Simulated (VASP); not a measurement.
A run of VASP 6.6.1 is set up as follows.

File INCAR:

```
PREC = Accurate
ENCUT = 520
EDIFF = 1E-6
ISMEAR = -1
SIGMA = 0.05
LREAL = F
LASPH = T
NELM = 150
ALGO = Normal
ISIF = 2
LWAVE = F
LCHARG = T
ISPIN = 2
MAGMOM = 0.716 0.716 -0.64 -0.64
LORBIT = 11
LMAXMIX = 4
GGA = B5
ALDAX = 1.0
AGGAX = 1.0
AGGAC = 1.0
ALDAC = 0.0
LELF = T
LVHAR = T
NBANDS = 38
```

File KPOINTS:

```
regular mesh
0
Gamma
  19 19 5
```

POSCAR

```
Mn
1.0
    2.5197019620      0.0000000000      0.0000000000
   -1.2598509810      2.1821259090      0.0000000000
    0.0000000000      0.0000000000      8.1515868228
Mn
4
Direct
    1.0000000000      1.0000000000      1.0000000000
    1.0000000000      1.0000000000      0.5000000000
    0.3333333333      0.6666666667      0.2500000000
    0.6666666667      0.3333333333      0.7500000000
```

Potentials or basis: VASP PAW PBE potentials, release 64 (Mn_pv).

Command:

```sh
$ cat potpaw_PBE.64/Mn_pv/POTCAR > POTCAR
$ mpirun -np 1 vasp_std > vasp.out
```

Q: What does it give for the site moments?

A: Mn +0.80, -0.72 (each value once) μB.

Q: Predict the pressure.

A: 0.6 GPa.

Stress tensor (GPa, compression positive):
```
0.61 0.00 0.00
0.00 0.61 0.00
0.00 0.00 0.47
```

Caveat: the PAW data sets were made with another functional, which shifts forces and pressure a little.
